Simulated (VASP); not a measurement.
# TaN (P6_3mc) in VASP: settings compared, part 2 of 2

VASP 6.6.1.

**3. Single point, PBEsol+D4**

File INCAR:

```
SYSTEM = TaN
  PREC = Accurate
  ENCUT = 520
  EDIFF = 1E-6
  ISMEAR = -1
  SIGMA = 0.02
  LREAL = .FALSE.
  LASPH = .TRUE.
  NELM = 60
  ALGO = Normal
  ISIF = 2
  LWAVE = .FALSE.
  LCHARG = .FALSE.
  GGA = PS
  IVDW = 13
  NBANDS = 24
```

File KPOINTS:

```
regular mesh
0
G
  10 10 5
  0 0 0
```

File POSCAR:

```
TaN
1.0
    3.1237644157      0.0000000000      0.0000000000
   -1.5618822078      2.7052593394      0.0000000000
    0.0000000000      0.0000000000      6.0477078218
Ta N
2 2
Direct
    0.3333333333      0.6666666667      0.0298993550
    0.6666666667      0.3333333333      0.5298993550
    0.3333333333      0.6666666667      0.3551006450
    0.6666666667      0.3333333333      0.8551006450
```

Potentials or basis: VASP PAW PBE potentials, release 64 (Ta_pv, N).

The run is started by

```bash
$ cat potpaw_PBE.64/Ta_pv/POTCAR potpaw_PBE.64/N/POTCAR > POTCAR
$ mpirun -np 1 vasp_std > vasp.out
```

OUTCAR:

```text
SYSTEM = TaN
   PREC = Accurate
   ENCUT = 520
   EDIFF = 1E-6
   ISMEAR = -1
   LREAL = .FALSE.
   LASPH = .TRUE.
   NELM = 60
   ISIF = 2
   GGA = PS
   IVDW = 13

 ion  position               nearest neighbor table
   1  0.333  0.667  0.030-   3 1.97   4 2.09   4 2.09   4 2.09   2 3.52   2 3.52   2 3.52   2 3.52
                             2 3.52   2 3.52
   2  0.667  0.333  0.530-   4 1.97   3 2.09   3 2.09   3 2.09   1 3.52   1 3.52   1 3.52   1 3.52
                             1 3.52   1 3.52
   3  0.333  0.667  0.355-   1 1.97   2 2.09   2 2.09   2 2.09
   4  0.667  0.333  0.855-   2 1.97   1 2.09   1 2.09   1 2.09

  LATTYP: Found a hexagonal cell.
 ALAT       =     3.1237644157
 C/A-ratio  =     1.9360319848

  Lattice vectors:

 A1 = (   3.1237644157,   0.0000000000,   0.0000000000)
 A2 = (  -1.5618822078,   2.7052593394,   0.0000000000)
 A3 = (   0.0000000000,   0.0000000000,   6.0477078218)

Analysis of symmetry for initial positions (statically):
=====================================================================
 Subroutine PRICEL returns:
 Original cell was already a primitive cell.

 Routine SETGRP: Setting up the symmetry group for a
 hexagonal supercell.

 Subroutine GETGRP returns: Found 12 space group operations
 (whereof  6 operations were pure point group operations)
 out of a pool of 24 trial point group operations.

The static configuration has the point symmetry C_3v.
 The point group associated with its full space group is C_6v.

Analysis of symmetry for dynamics (positions and initial velocities):
=====================================================================
 Subroutine PRICEL returns:
 Original cell was already a primitive cell.

 Routine SETGRP: Setting up the symmetry group for a
 hexagonal supercell.

 Subroutine GETGRP returns: Found 12 space group operations
 (whereof  6 operations were pure point group operations)
 out of a pool of 24 trial point group operations.

The dynamic configuration has the point symmetry C_3v.
 The point group associated with its full space group is C_6v.

[... 123 lines left out ...]
  volume/ion in A,a.u.               =      12.78        86.22
  Fermi-wavevector in a.u.,A,eV,Ry     =   1.400551  2.646657 26.688402  1.961542
  Thomas-Fermi vector in A             =   2.523500
   LORBIT       =      0    0 simple, 1 ext, 2 COOP (PROOUT), +10 PAW based schemes
   GGA     = PS    functional components
   LHFCALC =     F    Hartree Fock is set to
   AEXX    =    0.0000 exact exchange contribution
   IVDW    =    13    specifies the selected vdW correction
   LEPSILON=     F    determine dielectric tensor
   LRPA    =     F    only Hartree local field effects (RPA)
 non-spin polarized calculation
  energy-cutoff  :      520.00
  volume of cell :       51.11
 maximum number of plane-waves:      1390
 NGX is ok and might be reduce to    24
   NGX = 11   NGY = 11   NGZ = 23

 number of electron      31.9999995 magnetization

 Free energy of the ion-electron system (eV)
  ---------------------------------------------------
  ext. energy  EPLUGINS =         0.00000000
  ---------------------------------------------------
  free energy    TOTEN  =       -45.80815741 eV

  energy without entropy =      -45.80681905  energy(sigma->0) =      -45.80748823

 E-fermi :   6.5444     XC(G=0): -12.4054

 val. band max:        6.5442149503   @ k =   0.1000   0.0000   0.4000
 cond. band min:       6.6154094672   @ k =   0.1000   0.0000   0.2000
 fundamental gap:      0.0711945169
 Fermi energy:         6.5444110824

 k-point     1 :       0.0000    0.0000    0.0000
  band No.  band energies     occupation
      1     -29.0082      2.00000
      2     -28.6381      2.00000
      3     -28.3704      2.00000
      4     -28.3704      2.00000
      5     -28.3393      2.00000
      6     -28.3393      2.00000
[... 637 lines left out ...]
     23      11.7392      0.00000
     24      12.6417      0.00000

 [... further k-points ...]

------------------------ aborting loop because EDIFF is reached ----------------------------------------

  DFT-D4 for vdW energy calculation

  Edisp (eV):   -0.62871

  FORCE on cell =-STRESS in cart. coord.  units (eV):
  Direction    XX          YY          ZZ          XY          YZ          ZX
  --------------------------------------------------------------------------------------
  -------------------------------------------------------------------------------------
  Total      -0.48822    -0.48822    -0.41696    -0.00000     0.00000     0.00000
  in kB     -15.30539   -15.30539   -13.07151    -0.00000     0.00000     0.00000
  external pressure =      -14.56 kB  Pullay stress =        0.00 kB

 VOLUME and BASIS-vectors are now :
 -----------------------------------------------------------------------------
  energy-cutoff  :      520.00
  volume of cell :       51.11
      direct lattice vectors                 reciprocal lattice vectors
     3.123764416  0.000000000  0.000000000     0.320126574  0.184825164  0.000000000
    -1.561882208  2.705259339  0.000000000     0.000000000  0.369650327  0.000000000
     0.000000000  0.000000000  6.047707822     0.000000000  0.000000000  0.165351903

 POSITION                                       TOTAL-FORCE (eV/Angst)
 -----------------------------------------------------------------------------------
     -0.00000      1.80351      0.18082         0.000000     -0.000000     -0.030129
      1.56188      0.90175      3.20468        -0.000000      0.000000     -0.030129
     -0.00000      1.80351      2.14754         0.000000     -0.000000      0.030129
      1.56188      0.90175      5.17140        -0.000000      0.000000      0.030129
 -----------------------------------------------------------------------------------
    total drift:                               -0.000000      0.000000      0.001629

  FREE ENERGIE OF THE ION-ELECTRON SYSTEM (eV)
  ---------------------------------------------------
  free  energy   TOTEN  =       -46.4368684043 eV

  energy  without entropy=      -46.4355300494  energy(sigma->0) =      -46.43619923
```

OSZICAR:

```text
N       E                     dE             d eps       ncg     rms          rms(c)
DAV:   1     0.266117344424E+03    0.26612E+03   -0.17611E+04  2016   0.138E+03
DAV:   2    -0.383096943800E+02   -0.30443E+03   -0.29000E+03  2408   0.398E+02
DAV:   3    -0.519410882886E+02   -0.13631E+02   -0.13453E+02  2568   0.828E+01
DAV:   4    -0.521074106562E+02   -0.16632E+00   -0.16614E+00  2288   0.966E+00
DAV:   5    -0.521099590526E+02   -0.25484E-02   -0.25462E-02  2656   0.100E+00    0.351E+01
DAV:   6    -0.461632404309E+02    0.59467E+01   -0.27064E+01  2440   0.340E+01    0.141E+01
DAV:   7    -0.458776159121E+02    0.28562E+00   -0.16525E+00  2344   0.861E+00    0.926E+00
DAV:   8    -0.458146652827E+02    0.62951E-01   -0.21540E-01  2520   0.362E+00    0.123E+00
DAV:   9    -0.458084079500E+02    0.62573E-02   -0.21797E-02  2440   0.898E-01    0.218E-01
DAV:  10    -0.458081919674E+02    0.21598E-03   -0.14639E-03  2600   0.339E-01    0.752E-02
DAV:  11    -0.458081570923E+02    0.34875E-04   -0.16376E-04  2472   0.917E-02    0.134E-02
DAV:  12    -0.458081574097E+02   -0.31745E-06   -0.87893E-06  2384   0.231E-02
   1 F= -.46436868E+02 E0= -.46436199E+02  d E =-.133835E-02
```

Run time: 96 s. Hardware: 1 thread of Intel Xeon 8259CL, shared host; peak memory 0.19 GiB.

What came out:

- Free energy: -46.4369 eV
- Pressure: -1.5 GPa
- Largest force: 0.030 eV/Å
- Band gap on the k mesh: zero (bands 16 and 17 overlap by 0.48 eV)
- Dispersion energy per atom: -0.157 eV

Forces in eV/Å, atoms in the order of the input:
```
Ta   0.000  0.000 -0.030
Ta   0.000  0.000 -0.030
N    0.000  0.000  0.030
N    0.000  0.000  0.030
```

Caveat: the PAW data sets were made with another functional, which shifts forces and pressure a little; spin-orbit coupling is left out, which moves the levels of the heavy elements.
